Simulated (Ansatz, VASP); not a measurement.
One calculation of Si, two programs

INCAR

```
SYSTEM = Si
  PREC = Accurate
  ENCUT = 520
  EDIFF = 1E-7
  ISMEAR = 0
  SIGMA = 0.1
  LREAL = .False.
  LASPH = .True.
  NELM = 80
  ALGO = Normal
  ISIF = 2
  LWAVE = .False.
  LCHARG = .False.
  LDIPOL = .True.
  IDIPOL = 3
  DIPOL = 0.5 0.5 0.374
  GGA = PE
  IVDW = 12
  NBANDS = 16
```

The input KPOINTS:

```
Automatic mesh
0
Gamma
  9 9 1
  0 0 0
```

POSCAR

```
Si
1.0
    3.8475254730      0.0000000000      0.0000000000
   -1.9237627365      3.3320548013      0.0000000000
    0.0000000000      0.0000000000     18.4415958255
Si
4
Direct
    0.3333333333      0.6666666667      0.2695427207
    0.6666666667      0.3333333333      0.2440135899
    0.5000000000      1.3333333333      0.5038390340
    0.8333333333      1.0000000000      0.4783099031
```

Input for Ansatz:

```yaml
crystal:
  lattice:
    - [3.847525473, 0.0, 0.0]
    - [-1.9237627365, 3.3320548013, 0.0]
    - [0.0, 0.0, 18.4415958255]
  atoms:
    - { symbol: Si, position: [0.3333333333, 0.6666666667, 0.2695427207] }
    - { symbol: Si, position: [0.6666666667, 0.3333333333, 0.2440135899] }
    - { symbol: Si, position: [0.5, 1.3333333333, 0.503839034] }
    - { symbol: Si, position: [0.8333333333, 1.0, 0.4783099031] }
basis:
  ecutwfc: 420
kpoints:
  mp_grid: { grid: [9, 9, 1] }
hamiltonian:
  xc: pbe
  pseudopotentials: { kind: paw, azcp: { folder: soft_1 } }
  dispersion: d3bj
scf:
  occupations: { method: gaussian, width: 0.1 }
output:
  forces: true
  eigenvalues: true
efield:
  axis: 3
  dipole_correction: true
  ramp_width: 0.04
```

Alike in both runs: task single point; functional PBE; dispersion D3(BJ); k mesh 9 × 9 × 1; occupations gaussian, width 0.1 eV; no spin polarisation.

```csv
,VASP,Ansatz
version,VASP 6.6.1,Ansatz 0.2.0
potentials or method,"VASP PAW PBE potentials, release 64 (Si), cutoff 520 eV","scalar-relativistic, plane waves, PAW"
valence electrons in the cell,16,16
```

```csv
,VASP,Ansatz,Ansatz less VASP
gap on the k mesh at the Fermi level (eV),0.32,0.32,0.000
least direct gap on the mesh (eV),0.32,0.32,0.000
rms of the force components (eV/Å),0.064,0.065,+0.0013
```

Atom by atom the forces differ by 0.003 eV/Å (rms over components).
